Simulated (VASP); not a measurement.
# CoO (I4/mmm) in VASP: single point with PBEsol

Aim: the single point of CoO with PBEsol.

Everything below comes from runs of VASP 6.6.1. Logs are shortened: lines on timing, memory, paths and dates and some standing lists are left out, and cuts for length are marked.

## 1. The cell of the first run

It takes space group I4/mmm (No. 139, tetragonal). The conventional cell has a = 3.016 Å, b = 3.016 Å, c = 4.214 Å, α = 90.00°, β = 90.00°, γ = 90.00°. Within 2.8 Å of Co (site symmetry 4/mmm) lie 6 O at 2.11 to 2.13 Å. Within 2.8 Å of O (site symmetry 4/mmm) lie 6 Co at 2.11 to 2.13 Å.

## 2. Single point, PBEsol, collinear spin, ferromagnetic start

Input file INCAR:

```
PREC     = Accurate       # precision mode
ENCUT    = 1340           # plane-wave cutoff, eV
EDIFF    = 1E-6           # SCF threshold, eV
ISMEAR   = 0              # smearing method
SIGMA    = 0.1            # smearing width, eV
LREAL    = F              # projectors in reciprocal space
LASPH    = T              # aspherical terms in the spheres
NELM     = 200            # most SCF steps
ALGO     = Normal         # electronic algorithm
ISIF     = 2              # what is computed and relaxed
LWAVE    = F              # write WAVECAR
LCHARG   = F              # write CHGCAR
ISPIN    = 2              # spin polarisation
MAGMOM   = 2.74 0.38      # initial moments
LORBIT   = 11             # projections on sites
LMAXMIX  = 4              # l up to which the mixer works
GGA      = PS             # functional
NBANDS   = 22             # bands
GGA_COMPAT= F
```

Input file KPOINTS:

```
regular mesh
0
Gamma
  4 4 4
```

Input file POSCAR:

```
CoO
1.0
   -1.5080001529      1.5080001529      2.1072499549
    1.5080001529     -1.5080001529      2.1072499549
    1.5080001529      1.5080001529     -2.1072499549
Co O
1 1
Direct
    0.0000000000      0.0000000000      0.0000000000
    0.5000000000      0.5000000000      0.0000000000
```

Potentials or basis: VASP PAW PBE potentials, release 64 (Co_sv, O_h).

Started as:

```sh
$ cat potpaw_PBE.64/Co_sv/POTCAR potpaw_PBE.64/O_h/POTCAR > POTCAR
$ mpirun -np 1 vasp_std > vasp.out
```

OUTCAR:

```text
PREC = Accurate
   ENCUT = 1340
   EDIFF = 1E-6
   ISMEAR = 0
   LREAL = F
   LASPH = T
   NELM = 200
   ISIF = 2
   ISPIN = 2
   LORBIT = 11
   GGA = PS

 ion  position               nearest neighbor table
   1  0.000  0.000  0.000-
   2  0.500  0.500  0.000-

  LATTYP: Found a body centered tetragonal cell.
 ALAT       =     3.0160003058
 C/A-ratio  =     1.3973804650

  Lattice vectors:

 A1 = (  -1.5080001529,   1.5080001529,   2.1072499549)
 A2 = (   1.5080001529,  -1.5080001529,   2.1072499549)
 A3 = (   1.5080001529,   1.5080001529,  -2.1072499549)

Analysis of symmetry for initial positions (statically):
=====================================================================
 Subroutine PRICEL returns:
 Original cell was already a primitive cell.

 Routine SETGRP: Setting up the symmetry group for a
 body centered tetragonal supercell.

 Subroutine GETGRP returns: Found 16 space group operations
 (whereof 16 operations were pure point group operations)
 out of a pool of 16 trial point group operations.

The static configuration has the point symmetry D_4h.

Analysis of symmetry for dynamics (positions and initial velocities):
=====================================================================
 Subroutine PRICEL returns:
 Original cell was already a primitive cell.

 Routine SETGRP: Setting up the symmetry group for a
 body centered tetragonal supercell.

 Subroutine GETGRP returns: Found 16 space group operations
 (whereof 16 operations were pure point group operations)
 out of a pool of 16 trial point group operations.

The dynamic configuration has the point symmetry D_4h.

Analysis of structural, dynamic, and magnetic symmetry:
=====================================================================
 Subroutine PRICEL returns:
 Original cell was already a primitive cell.

 Routine SETGRP: Setting up the symmetry group for a
 body centered tetragonal supercell.

 Subroutine GETGRP returns: Found 16 space group operations
 (whereof 16 operations were pure point group operations)
 out of a pool of 16 trial point group operations.

The overall configuration has the point symmetry D_4h.

 Subroutine INISYM returns: Found 16 space group operations
 (whereof 16 operations are pure point group operations),
 and found     1 'primitive' translations

----------------------------------------------------------------------------------------

                                     Primitive cell

  volume of cell :      19.1681

  direct lattice vectors                    reciprocal lattice vectors
    -1.508000153  1.508000153  2.107249955     0.000000000  0.331564953  0.237276076
     1.508000153 -1.508000153  2.107249955     0.331564953  0.000000000  0.237276076
     1.508000153  1.508000153 -2.107249955     0.331564953  0.331564953  0.000000000

  length of vectors
     2.998104617  2.998104617  2.998104617     0.407719578  0.407719578  0.468903654

  position of ions in fractional coordinates (direct lattice)
     0.000000000  0.000000000  0.000000000
     0.500000000  0.500000000  0.000000000

  ion indices of the primitive-cell ions
   primitive index   ion index
                 1           1
                 2           2

----------------------------------------------------------------------------------------

 KPOINTS: regular mesh

Automatic generation of k-mesh.
 Grid dimensions read from file:
 generate k-points for:    4    4    4

 Generating k-lattice:

  Cartesian coordinates                     Fractional coordinates (reciprocal lattice)
     0.000000000  0.082891238  0.059319019     0.250000000 -0.000000000  0.000000000
     0.082891238  0.000000000  0.059319019    -0.000000000  0.250000000  0.000000000
     0.082891238  0.082891238  0.000000000     0.000000000  0.000000000  0.250000000

  Length of vectors
     0.101929894  0.101929894  0.117225913

  Shift w.r.t. Gamma in fractional coordinates (k-lattice)
     0.000000000  0.000000000  0.000000000

 Subroutine IBZKPT returns following result:
 ===========================================

 Found     13 irreducible k-points:

 Following reciprocal coordinates:
            Coordinates               Weight
  0.000000  0.000000  0.000000      1.000000
  0.250000 -0.000000  0.000000      8.000000
  0.500000 -0.000000  0.000000      4.000000
  0.250000  0.250000  0.000000      8.000000
  0.500000  0.250000  0.000000     16.000000
 -0.250000  0.250000  0.000000      4.000000
  0.500000  0.500000  0.000000      2.000000
  0.250000  0.250000  0.250000      2.000000
 -0.250000  0.250000  0.250000      4.000000
  0.500000  0.500000  0.250000      4.000000
 -0.250000  0.500000  0.250000      8.000000
 -0.250000 -0.250000  0.250000      2.000000
  0.500000  0.500000  0.500000      1.000000
   k-points           NKPTS =     13   k-points in BZ     NKDIM =     13   number of bands    NBANDS=     22
   number of dos      NEDOS =    301   number of ions     NIONS =      2
   total plane-waves  NPLWV =  46656
   dimension x,y,z NGX =    36 NGY =   36 NGZ =   36
   dimension x,y,z NGXF=    72 NGYF=   72 NGZF=   72
   ions per type =               1   1
   NGX,Y,Z   is equivalent  to a cutoff of  19.96, 19.96, 19.96 a.u.
   NGXF,Y,Z  is equivalent  to a cutoff of  39.92, 39.92, 39.92 a.u.
 SYSTEM =  unknown system
   PREC   = accura    normal or accurate (medium, high low for compatibility)
   ISTART =      0    job   : 0-new  1-cont  2-samecut
   ICHARG =      2    charge: 1-file 2-atom 10-const
   ISPIN  =      2    spin polarized calculation?
   LNONCOLLINEAR =      F non collinear calculations
   LSORBIT =      F    spin-orbit coupling
   LASPH  =      T    aspherical Exc in radial PAW
   ENCUT  = 1340.0 eV  98.49 Ry    9.92 a.u.   8.95  8.95  8.95*2*pi/ulx,y,z
   NELM   =    200;   NELMIN=  2; NELMDL= -5     # of ELM steps
   EDIFF  = 0.1E-05   stopping-criterion for ELM
   LREAL  =      F    real-space projection
   EDIFFG = 0.1E-04   stopping-criterion for IOM
   NSW    =      0    number of steps for IOM
   IBRION =     -1    ionic relax: 0-MD 1-quasi-New 2-CG
   NFREE  =      0    steps in history (QN), initial steepest desc. (CG)
   ISIF   =      2    stress and relaxation
   ISYM   =      2    0-nonsym 1-usesym 2-fastsym
   POTIM  = 0.5000    time-step for ionic-motion
   TEBEG  =    0.0;   TEEND  =   0.0 temperature during run
   PSTRESS=    0.0 pullay stress
   NELECT =      23.0000    total number of electrons
   NUPDOWN=      -1.0000    fix difference up-down
   EMIN   =  10.00;   EMAX   =-10.00  energy-range for DOS
   EFERMI =   0.00;   METHOD = LEGACY
   ISMEAR =     0;   SIGMA  =   0.10  broadening in eV -4-tet -1-fermi 0-gaus
   EFERMI_NEDOS =   21; number of points for ismear=-14 and -15
   IALGO  =     38    algorithm
   IMIX   =      4    mixing-type and parameters
     AMIX     =   0.40;   BMIX     =  1.00
     AMIX_MAG =   1.60;   BMIX_MAG =  1.00
  volume/ion in A,a.u.               =       9.58        64.68
  Fermi-wavevector in a.u.,A,eV,Ry     =   1.739634  3.287431 41.175662  3.026326
  Thomas-Fermi vector in A             =   2.812437
   LORBIT       =     11    0 simple, 1 ext, 2 COOP (PROOUT), +10 PAW based schemes
   GGA     = PS    functional components
   LHFCALC =     F    Hartree Fock is set to
   AEXX    =    0.0000 exact exchange contribution
   IVDW    =     0    specifies the selected vdW correction
   LEPSILON=     F    determine dielectric tensor
   LRPA    =     F    only Hartree local field effects (RPA)
 spin polarized calculation
 Gauss-broadening in eV      SIGMA  =   0.10
  energy-cutoff  :     1340.00
  volume of cell :       19.17
 maximum number of plane-waves:      2160
   NGX = 17   NGY = 17   NGZ = 17

 number of electron      22.9999996 magnetization       2.4051294

 Free energy of the ion-electron system (eV)
  ---------------------------------------------------
  ext. energy  EPLUGINS =         0.00000000
  ---------------------------------------------------
  free energy    TOTEN  =       -14.05353881 eV

  energy without entropy =      -14.02665058  energy(sigma->0) =      -14.04009470

 E-fermi :   9.3787     XC(G=0): -13.0128

 val. band max:        9.3652128528   @ k =  -0.2500   0.5000   0.2500
 cond. band min:       9.3990746520   @ k =  -0.2500  -0.2500   0.2500
 fundamental gap:      0.0338617992
 Fermi energy:         9.3787316370

 spin component 1

 k-point     1 :       0.0000    0.0000    0.0000
  band No.  band energies     occupation
      1     -86.8868      1.00000
      2     -50.3273      1.00000
      3     -50.2615      1.00000
      4     -50.2615      1.00000
      5     -11.0513      1.00000
      6       5.9524      1.00000
[... 14 lines left out ...]
     21      31.0292      0.00000
     22      33.7930      0.00000

 k-point     2 :       0.2500   -0.0000    0.0000
  band No.  band energies     occupation
      1     -86.8849      1.00000
      2     -50.3371      1.00000
      3     -50.2743      1.00000
      4     -50.2644      1.00000
      5     -10.4648      1.00000
      6       2.9165      1.00000
[... 14 lines left out ...]
     21      36.0993      0.00000
     22      38.5937      0.00000
[... 233 lines left out ...]
      6       2.4801      1.00000
[... 14 lines left out ...]
     21      37.3034      0.00000
     22      37.3034      0.00000

 k-point    13 :       0.5000    0.5000    0.5000
  band No.  band energies     occupation
      1     -86.8815      1.00000
      2     -50.3645      1.00000
      3     -50.2774      1.00000
      4     -50.2774      1.00000
      5      -9.7449      1.00000
      6       2.2670      1.00000
[... 14 lines left out ...]
     21      40.3298      0.00000
     22      40.3572      0.00000
 Fermi energy:         9.3787316370

 spin component 2

 k-point     1 :       0.0000    0.0000    0.0000
  band No.  band energies     occupation
      1     -84.3166      1.00000
      2     -47.7952      1.00000
      3     -47.7596      1.00000
      4     -47.7595      1.00000
      5     -10.7414      1.00000
      6       6.2800      1.00000
[... 14 lines left out ...]
     21      31.8777      0.00000
     22      34.5679      0.00000

 k-point     2 :       0.2500   -0.0000    0.0000
  band No.  band energies     occupation
      1     -84.3144      1.00000
      2     -47.8082      1.00000
      3     -47.7727      1.00000
      4     -47.7629      1.00000
      5     -10.1494      1.00000
      6       3.3574      1.00000
[... 14 lines left out ...]
     21      36.4835      0.00000
     22      39.3157      0.00000
[... 248 lines left out ...]
     21      38.0197      0.00000
     22      38.0197      0.00000

 k-point    13 :       0.5000    0.5000    0.5000
  band No.  band energies     occupation
      1     -84.3107      1.00000
      2     -47.8380      1.00000
      3     -47.7777      1.00000
      4     -47.7777      1.00000
      5      -9.3893      1.00000
      6       2.5447      1.00000
[... 14 lines left out ...]
     21      40.4773      0.00000
     22      40.4773      0.00000

------------------------ aborting loop because EDIFF is reached ----------------------------------------

  FORCE on cell =-STRESS in cart. coord.  units (eV):
  Direction    XX          YY          ZZ          XY          YZ          ZX
  --------------------------------------------------------------------------------------
  -------------------------------------------------------------------------------------
  Total       -1.8891781     -1.8891781     -1.8989975      0.0000000      0.0000000      0.0000000
  in kB     -157.9081978   -157.9081978   -158.7289542      0.0000000      0.0000000      0.0000000
  external PRESSURE =    -158.1817832 kB  Pullay stress =       0.0000000 kB

 VOLUME and BASIS-vectors are now :
 -----------------------------------------------------------------------------
  energy-cutoff  :     1340.00
  volume of cell :       19.17
      direct lattice vectors                 reciprocal lattice vectors
    -1.508000153  1.508000153  2.107249955     0.000000000  0.331564953  0.237276076
     1.508000153 -1.508000153  2.107249955     0.331564953  0.000000000  0.237276076
     1.508000153  1.508000153 -2.107249955     0.331564953  0.331564953  0.000000000

 POSITION                                       TOTAL-FORCE (eV/Angst)
 -----------------------------------------------------------------------------------
      0.00000      0.00000      0.00000         0.000000     -0.000000     -0.000000
      0.00000      0.00000      2.10725         0.000000      0.000000      0.000000
 -----------------------------------------------------------------------------------
    total drift:                                0.000000     -0.000000      0.000000

  FREE ENERGIE OF THE ION-ELECTRON SYSTEM (eV)
  ---------------------------------------------------
  free  energy   TOTEN  =       -14.0535388104 eV

  energy  without entropy=      -14.0266505802  energy(sigma->0) =      -14.04009470

 total charge

# of ion       s       p       d       tot
------------------------------------------
    1        2.140   6.061   6.704  14.905
    2        1.038   2.271   0.000   3.308
--------------------------------------------------
tot          3.177   8.332   6.704  18.213

 magnetization (x)

# of ion       s       p       d       tot
------------------------------------------
    1        0.014   0.009   2.126   2.150
    2        0.025   0.107   0.000   0.132
--------------------------------------------------
tot          0.039   0.117   2.126   2.282
```

Run time: 95 s. Hardware: 1 thread of AMD EPYC 7R43 (Zen 3), shared host; peak memory 0.23 GiB.

What came out:

```
Free energy                                           : -14.0535 eV
Pressure                                              : -15.8 GPa
Net moment                                            : 2.41 μB per cell
Site moments                                          : Co +2.15; O +0.13 μB
Valence electrons inside the program's atomic spheres : Co 14.90; O 3.31
```

Caveat: the k points lie up to 0.64 Å⁻¹ apart; the PAW data sets were made with another functional, which shifts forces and pressure a little; a cell with one magnetic atom can't hold antiferromagnetic order, which such compounds often take; semilocal functionals often make such compounds metallic where correlation or magnetic order opens a gap, which also shifts bond lengths. With open d or f shells a metallic result of PBEsol can be an artefact of self-interaction; +U or a hybrid may open a gap.
